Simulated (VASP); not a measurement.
# Lu (Im-3m) in VASP: further runs

The runs below take Lu through single point, with PBE.

Everything below comes from runs of VASP 6.6.1. Logs are shortened: lines on timing, memory, paths and dates and some standing lists are left out, and cuts for length are marked.

## 1. The cell of the first run

Symmetry: Im-3m, No. 229, cubic system. The conventional cell has a = 3.896 Å, b = 3.896 Å, c = 3.896 Å, α = 90.00°, β = 90.00°, γ = 90.00°. Lu (site symmetry m-3m) has 14 Lu at 3.37 to 3.90 Å within 4.4 Å.

This isn't the form of Lu at room conditions, which is hcp.

## 2. Single point, PBE

INCAR reads:

```
SYSTEM = Lu
PREC = Accurate
ENCUT = 520
EDIFF = 1E-7
ISMEAR = -1
SIGMA = 0.06122561905347299
LREAL = .FALSE.
LASPH = .TRUE.
NELM = 100
ALGO = Normal
ISIF = 2
LWAVE = .FALSE.
LCHARG = .TRUE.
GGA = PE
LELF = .TRUE.
LVHAR = .TRUE.
NBANDS = 18
```

KPOINTS reads:

```
regular mesh
0
G
  20 20 20
  0 0 0
```

POSCAR reads:

```
Lu
1.0
   -1.9482489211      1.9482489211      1.9482489211
    1.9482489211     -1.9482489211      1.9482489211
    1.9482489211      1.9482489211     -1.9482489211
Lu
1
Direct
    0.0000000000      0.0000000000      0.0000000000
```

Potentials or basis: VASP PAW PBE potentials, release 64 (Lu).

Run with:

```sh
$ cat potpaw_PBE.64/Lu/POTCAR > POTCAR
$ mpirun -np 1 vasp_std > vasp.out
```

OUTCAR:

```text
SYSTEM = Lu
   PREC = Accurate
   ENCUT = 520
   EDIFF = 1E-7
   ISMEAR = -1
   LREAL = .FALSE.
   LASPH = .TRUE.
   NELM = 100
   ISIF = 2
   GGA = PE

 ion  position               nearest neighbor table
   1  0.000  0.000  0.000-

  LATTYP: Found a body centered cubic cell.
 ALAT       =     3.8964978422

  Lattice vectors:

 A1 = (  -1.9482489211,   1.9482489211,   1.9482489211)
 A2 = (   1.9482489211,  -1.9482489211,   1.9482489211)
 A3 = (   1.9482489211,   1.9482489211,  -1.9482489211)

Analysis of symmetry for initial positions (statically):
=====================================================================
 Subroutine PRICEL returns:
 Original cell was already a primitive cell.

 Routine SETGRP: Setting up the symmetry group for a
 body centered cubic supercell.

 Subroutine GETGRP returns: Found 48 space group operations
 (whereof 48 operations were pure point group operations)
 out of a pool of 48 trial point group operations.

The static configuration has the point symmetry O_h .

Analysis of symmetry for dynamics (positions and initial velocities):
=====================================================================
 Subroutine PRICEL returns:
 Original cell was already a primitive cell.

 Routine SETGRP: Setting up the symmetry group for a
 body centered cubic supercell.

 Subroutine GETGRP returns: Found 48 space group operations
 (whereof 48 operations were pure point group operations)
 out of a pool of 48 trial point group operations.

The dynamic configuration has the point symmetry O_h .

 Subroutine INISYM returns: Found 48 space group operations
 (whereof 48 operations are pure point group operations),
 and found     1 'primitive' translations

----------------------------------------------------------------------------------------

                                     Primitive cell

  volume of cell :      29.5797

  direct lattice vectors                    reciprocal lattice vectors
    -1.948248921  1.948248921  1.948248921     0.000000000  0.256640717  0.256640717
     1.948248921 -1.948248921  1.948248921     0.256640717  0.000000000  0.256640717
     1.948248921  1.948248921 -1.948248921     0.256640717  0.256640717  0.000000000

  length of vectors
     3.374466117  3.374466117  3.374466117     0.362944783  0.362944783  0.362944783

  position of ions in fractional coordinates (direct lattice)
     0.000000000  0.000000000  0.000000000

  ion indices of the primitive-cell ions
   primitive index   ion index
                 1           1

----------------------------------------------------------------------------------------

 KPOINTS: regular mesh

Automatic generation of k-mesh.
 Grid dimensions read from file:
 generate k-points for:   20   20   20

 Generating k-lattice:

  Cartesian coordinates                     Fractional coordinates (reciprocal lattice)
     0.000000000  0.012832036  0.012832036     0.050000000  0.000000000  0.000000000
     0.012832036  0.000000000  0.012832036     0.000000000  0.050000000  0.000000000
     0.012832036  0.012832036  0.000000000     0.000000000  0.000000000  0.050000000

  Length of vectors
     0.018147239  0.018147239  0.018147239

  Shift w.r.t. Gamma in fractional coordinates (k-lattice)
     0.000000000  0.000000000  0.000000000

 Subroutine IBZKPT returns following result:
 ===========================================

 Found    256 irreducible k-points:

 Following reciprocal coordinates:
            Coordinates               Weight
  0.000000  0.000000  0.000000      1.000000
  0.050000  0.000000  0.000000     12.000000
  0.100000  0.000000  0.000000     12.000000
  0.150000  0.000000  0.000000     12.000000
  0.200000  0.000000  0.000000     12.000000
  0.250000  0.000000  0.000000     12.000000
[... 16 lines left out ...]
  0.200000  0.100000  0.000000     48.000000
  0.250000  0.100000  0.000000     48.000000
 [... further k-points ...]
   k-points           NKPTS =    256   k-points in BZ     NKDIM =    256   number of bands    NBANDS=     18
   number of dos      NEDOS =    301   number of ions     NIONS =      1
   total plane-waves  NPLWV =  21952
   dimension x,y,z NGX =    28 NGY =   28 NGZ =   28
   dimension x,y,z NGXF=    56 NGYF=   56 NGZF=   56
   ions per type =               1
   NGX,Y,Z   is equivalent  to a cutoff of  13.79, 13.79, 13.79 a.u.
   NGXF,Y,Z  is equivalent  to a cutoff of  27.59, 27.59, 27.59 a.u.
 SYSTEM =  Lu
   PREC   = accura    normal or accurate (medium, high low for compatibility)
   ISTART =      0    job   : 0-new  1-cont  2-samecut
   ICHARG =      2    charge: 1-file 2-atom 10-const
   ISPIN  =      1    spin polarized calculation?
   LNONCOLLINEAR =      F non collinear calculations
   LSORBIT =      F    spin-orbit coupling
   LASPH  =      T    aspherical Exc in radial PAW
   ENCUT  =  520.0 eV  38.22 Ry    6.18 a.u.   6.27  6.27  6.27*2*pi/ulx,y,z
   NELM   =    100;   NELMIN=  2; NELMDL= -5     # of ELM steps
   EDIFF  = 0.1E-06   stopping-criterion for ELM
   LREAL  =      F    real-space projection
   EDIFFG = 0.1E-05   stopping-criterion for IOM
   NSW    =      0    number of steps for IOM
   IBRION =     -1    ionic relax: 0-MD 1-quasi-New 2-CG
   NFREE  =      0    steps in history (QN), initial steepest desc. (CG)
   ISIF   =      2    stress and relaxation
   ISYM   =      2    0-nonsym 1-usesym 2-fastsym
   POTIM  = 0.5000    time-step for ionic-motion
   TEBEG  =    0.0;   TEEND  =   0.0 temperature during run
   PSTRESS=    0.0 pullay stress
   NELECT =      25.0000    total number of electrons
   NUPDOWN=      -1.0000    fix difference up-down
   EMIN   =  10.00;   EMAX   =-10.00  energy-range for DOS
   EFERMI =   0.00;   METHOD = LEGACY
   ISMEAR =    -1;   SIGMA  =   0.06  broadening in eV -4-tet -1-fermi 0-gaus
   EFERMI_NEDOS =   21; number of points for ismear=-14 and -15
   IALGO  =     38    algorithm
   IMIX   =      4    mixing-type and parameters
     AMIX     =   0.40;   BMIX     =  1.00
     AMIX_MAG =   1.60;   BMIX_MAG =  1.00
  volume/ion in A,a.u.               =      29.58       199.61
  Fermi-wavevector in a.u.,A,eV,Ry     =   1.547832  2.924978 32.596605  2.395783
  Thomas-Fermi vector in A             =   2.652869
   LORBIT       =      0    0 simple, 1 ext, 2 COOP (PROOUT), +10 PAW based schemes
   GGA     = PE    functional components
   LHFCALC =     F    Hartree Fock is set to
   AEXX    =    0.0000 exact exchange contribution
   IVDW    =     0    specifies the selected vdW correction
   LEPSILON=     F    determine dielectric tensor
   LRPA    =     F    only Hartree local field effects (RPA)
 non-spin polarized calculation
  energy-cutoff  :      520.00
  volume of cell :       29.58
 maximum number of plane-waves:       811
 NGX is ok and might be reduce to    28
   NGX = 13   NGY = 13   NGZ = 13

 number of electron      24.9999993 magnetization

 Free energy of the ion-electron system (eV)
  ---------------------------------------------------
  ext. energy  EPLUGINS =         0.00000000
  ---------------------------------------------------
  free energy    TOTEN  =        -4.39428320 eV

  energy without entropy =       -4.36613008  energy(sigma->0) =       -4.38020664

 E-fermi :   2.3137     XC(G=0): -10.5987

 val. band max:        2.3106602820   @ k =   0.3000   0.1500   0.1000
 cond. band min:       2.3165898390   @ k =   0.2500   0.2500   0.1000
 fundamental gap:      0.0059295570
 Fermi energy:         2.3136604151

 k-point     1 :       0.0000    0.0000    0.0000
  band No.  band energies     occupation
      1     -54.1232      2.00000
      2     -24.5500      2.00000
      3     -24.5500      2.00000
      4     -24.5500      2.00000
      5      -3.8052      2.00000
      6      -2.8768      2.00000
[... 10 lines left out ...]
     17       6.6263      0.00000
     18      13.9016      0.00000

 k-point     2 :       0.0500    0.0000    0.0000
  band No.  band energies     occupation
      1     -54.1225      2.00000
      2     -24.5620      2.00000
      3     -24.5538      2.00000
      4     -24.5500      2.00000
      5      -3.7328      2.00000
      6      -2.8762      2.00000
[... 10 lines left out ...]
     17       6.6254      0.00000
     18      13.9781      0.00000

 k-point     3 :       0.1000    0.0000    0.0000
  band No.  band energies     occupation
      1     -54.1204      2.00000
      2     -24.5970      2.00000
      3     -24.5650      2.00000
      4     -24.5500      2.00000
      5      -3.5191      2.00000
      6      -2.8744      2.00000
[... 10 lines left out ...]
     17       6.6268      0.00000
     18      14.1643      0.00000

 k-point     4 :       0.1500    0.0000    0.0000
  band No.  band energies     occupation
      1     -54.1171      2.00000
      2     -24.6509      2.00000
      3     -24.5825      2.00000
      4     -24.5501      2.00000
      5      -3.1748      2.00000
      6      -2.8719      2.00000
[... 10 lines left out ...]
     17       6.6414      0.00000
     18      14.3459      0.00000

 k-point     5 :       0.2000    0.0000    0.0000
  band No.  band energies     occupation
      1     -54.1129      2.00000
      2     -24.7179      2.00000
      3     -24.6043      2.00000
      4     -24.5503      2.00000
      5      -2.8692      2.00000
      6      -2.8585      2.00000
[... 10 lines left out ...]
     17       6.6818      0.00000
     18      14.2638      0.00000

 k-point     6 :       0.2500    0.0000    0.0000
  band No.  band energies     occupation
      1     -54.1083      2.00000
      2     -24.7910      2.00000
      3     -24.6284      2.00000
      4     -24.5504      2.00000
      5      -2.8672      2.00000
      6      -2.8498      2.00000
[... 10 lines left out ...]
     17       6.7579      0.00000
     18      13.7734      0.00000

 k-point     7 :       0.3000    0.0000    0.0000
  band No.  band energies     occupation
      1     -54.1037      2.00000
      2     -24.8629      2.00000
      3     -24.6524      2.00000
      4     -24.5506      2.00000
      5      -2.8662      2.00000
      6      -2.8428      2.00000
[... 10 lines left out ...]
     17       6.8732      0.00000
     18      13.0765      0.00000

 k-point     8 :       0.3500    0.0000    0.0000
  band No.  band energies     occupation
      1     -54.0996      2.00000
      2     -24.9268      2.00000
      3     -24.6739      2.00000
      4     -24.5507      2.00000
      5      -2.8662      2.00000
      6      -2.8426      2.00000
[... 10 lines left out ...]
     17       7.6316      0.00000
     18      12.0860      0.00000
[... 229 lines left out ...]
     17       8.8144      0.00000
     18      10.9068      0.00000

 k-point    20 :       0.4500    0.0500    0.0000
  band No.  band energies     occupation
      1     -54.0934      2.00000
      2     -25.0134      2.00000
      3     -24.7077      2.00000
      4     -24.5558      2.00000
      5      -2.8668      2.00000
      6      -2.8569      2.00000
[... 10 lines left out ...]
     17       9.3323      0.00000
     18      10.5780      0.00000

 k-point    21 :       0.1000    0.1000    0.0000
  band No.  band energies     occupation
      1     -54.1152      2.00000
      2     -24.6803      2.00000
      3     -24.5817      2.00000
      4     -24.5613      2.00000
      5      -2.9751      2.00000
      6      -2.8698      2.00000
[... 10 lines left out ...]
     17       6.7733      0.00000
     18      14.6003      0.00000

 k-point    22 :       0.1500    0.1000   -0.0000
  band No.  band energies     occupation
      1     -54.1113      2.00000
      2     -24.7404      2.00000
      3     -24.6025      2.00000
      4     -24.5647      2.00000
      5      -2.8666      2.00000
      6      -2.8556      2.00000
[... 10 lines left out ...]
     17       6.8883      0.00000
     18      14.4128      0.00000

 k-point    23 :       0.2000    0.1000    0.0000
  band No.  band energies     occupation
      1     -54.1069      2.00000
      2     -24.8050      2.00000
      3     -24.6289      2.00000
      4     -24.5661      2.00000
      5      -2.8639      2.00000
      6      -2.8482      2.00000
[... 10 lines left out ...]
     17       7.0004      0.00000
     18      13.5145      0.00000

 k-point    24 :       0.2500    0.1000    0.0000
  band No.  band energies     occupation
      1     -54.1025      2.00000
      2     -24.8681      2.00000
      3     -24.6564      2.00000
      4     -24.5670      2.00000
      5      -2.8624      2.00000
      6      -2.8420      2.00000
[... 10 lines left out ...]
     17       7.1044      0.00000
     18      12.5610      0.00000

 [... further k-points ...]

------------------------ aborting loop because EDIFF is reached ----------------------------------------

  FORCE on cell =-STRESS in cart. coord.  units (eV):
  Direction    XX          YY          ZZ          XY          YZ          ZX
  --------------------------------------------------------------------------------------
  -------------------------------------------------------------------------------------
  Total        0.0353642      0.0353642      0.0353642     -0.0000000      0.0000000      0.0000000
  in kB        1.9154929      1.9154929      1.9154929     -0.0000000      0.0000000      0.0000000
  external PRESSURE =       1.9154929 kB  Pullay stress =       0.0000000 kB

 VOLUME and BASIS-vectors are now :
 -----------------------------------------------------------------------------
  energy-cutoff  :      520.00
  volume of cell :       29.58
      direct lattice vectors                 reciprocal lattice vectors
    -1.948248921  1.948248921  1.948248921     0.000000000  0.256640717  0.256640717
     1.948248921 -1.948248921  1.948248921     0.256640717  0.000000000  0.256640717
     1.948248921  1.948248921 -1.948248921     0.256640717  0.256640717  0.000000000

 POSITION                                       TOTAL-FORCE (eV/Angst)
 -----------------------------------------------------------------------------------
      0.00000      0.00000      0.00000        -0.000000      0.000000      0.000000
 -----------------------------------------------------------------------------------
    total drift:                                0.000000      0.000000      0.000000

  FREE ENERGIE OF THE ION-ELECTRON SYSTEM (eV)
  ---------------------------------------------------
  free  energy   TOTEN  =        -4.3942831999 eV

  energy  without entropy=       -4.3661300771  energy(sigma->0) =       -4.38020664
```

Wall time 66 s (1 thread of AMD EPYC 9R45 (Zen 5), shared host); peak memory 0.25 GiB.

Results:

```
Free energy            : -4.3943 eV
Pressure               : 0.2 GPa
Band gap on the k mesh : zero (an odd number of electrons rules out a gap without spin polarisation)
```

Caveat: spin-orbit coupling is left out, which moves the levels of the heavy elements.

(Continued in part 2 of 2.)
